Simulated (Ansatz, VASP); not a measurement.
Given: the input of a run of VASP 6.6.1 on Si2Mo.

Contents of INCAR:

```
SYSTEM = Si2Mo
PREC     = Accurate       ! precision mode
ENCUT    = 600            ! plane-wave cutoff, eV
EDIFF    = 1E-7           ! SCF threshold, eV
ISMEAR   = -1             ! smearing method
SIGMA    = 0.05           ! smearing width, eV
LREAL    = .FALSE.        ! projectors in reciprocal space
LASPH    = .TRUE.         ! aspherical terms in the spheres
NELM     = 100            ! most SCF steps
ALGO     = Normal         ! electronic algorithm
ISIF     = 3              ! what is computed and relaxed
LWAVE    = .FALSE.        ! write WAVECAR
LCHARG   = .FALSE.        ! write CHGCAR
GGA      = PS             ! functional
IBRION   = 2              ! ionic algorithm
NSW      = 60             ! ionic steps
EDIFFG   = -0.01          ! ionic threshold
```

File KPOINTS:

```
Automatic mesh
0
G
  7 7 4
  0 0 0
```

Contents of POSCAR:

```
Si2Mo
1.0
    4.5854715599      0.0000000000      0.0000000000
   -2.2927357800      3.9711348592      0.0000000000
    0.0000000000      0.0000000000      6.5797601000
Mo Si
3 6
Direct
    0.5000000000      0.5000000000      0.8333333333
    0.0000000000      0.5000000000      0.1666666667
    0.5000000000      0.0000000000      0.5000000000
    0.1638729800      0.3277459600      0.5000000000
    0.6722540400      0.8361270200      0.1666666667
    0.8361270200      0.1638729800      0.8333333333
    0.8361270200      0.6722540400      0.5000000000
    0.3277459600      0.1638729800      0.1666666667
    0.1638729800      0.8361270200      0.8333333333
```

Potentials or basis: VASP PAW PBE potentials, release 64 (Mo_sv, Si).

Command:

```sh
$ cat potpaw_PBE.64/Mo_sv/POTCAR potpaw_PBE.64/Si/POTCAR > POTCAR
$ mpirun -np 1 vasp_std > vasp.out
```

Question: Translate it to Ansatz 0.2.0. Potentials there: Ansatz PAW.

Answer: As run (the cutoff follows the program's own potentials):

Contents of input.yaml:

```yaml
crystal:
  lattice:
    - [4.5854715599, 0.0, 0.0]
    - [-2.29273578, 3.9711348592, 0.0]
    - [0.0, 0.0, 6.5797601]
  atoms:
    - { symbol: Mo, position: [0.5, 0.5, 0.8333333333] }
    - { symbol: Mo, position: [0.0, 0.5, 0.1666666667] }
    - { symbol: Mo, position: [0.5, 0.0, 0.5] }
    - { symbol: Si, position: [0.16387298, 0.32774596, 0.5] }
    - { symbol: Si, position: [0.67225404, 0.83612702, 0.1666666667] }
    - { symbol: Si, position: [0.83612702, 0.16387298, 0.8333333333] }
    - { symbol: Si, position: [0.83612702, 0.67225404, 0.5] }
    - { symbol: Si, position: [0.32774596, 0.16387298, 0.1666666667] }
    - { symbol: Si, position: [0.16387298, 0.83612702, 0.8333333333] }
hamiltonian:
  xc: pbesol
  pseudopotentials: { kind: paw }
kpoints:
  mp_grid: { grid: [7, 7, 4] }
scf:
  occupations: { method: fermi_dirac, width: 0.05 }
output:
  forces: true
  stress: true
  eigenvalues: true
relax:
  f_tol: 0.01
  max_steps: 40
  cell: { stress_tol: 0.05 }
```

Potentials or basis: Ansatz PAW.

Command:

```console
$ ansatz run input.yaml --threads 4 --pin off --max-ram 11264MiB --backend cpu --events-out ev --progress --plain --runs-dir out
```

Both were run:

|  | VASP | Ansatz | Ansatz less VASP |
| --- | --- | --- | --- |
| gap on the k mesh at the Fermi level, each at its own relaxed structure (eV) | 0.26 | 0.26 | +0.003 |
| relaxed volume (Å³/atom) | 13.24 | 13.22 | -0.021 |
| relaxed length of the cell vector where the two differ most in proportion (Å) | 4.577 | 4.575 | -0.0025 |

VASP's potentials were made for PBE, not for PBEsol.

Noted on Ansatz's run: odd divisions of the mesh miss points on the zone boundary, where band edges often lie, so the gap on the mesh can be too wide; the plane-wave basis is chosen anew once the cell has moved, so the energies of steps on either side of that aren't comparable.
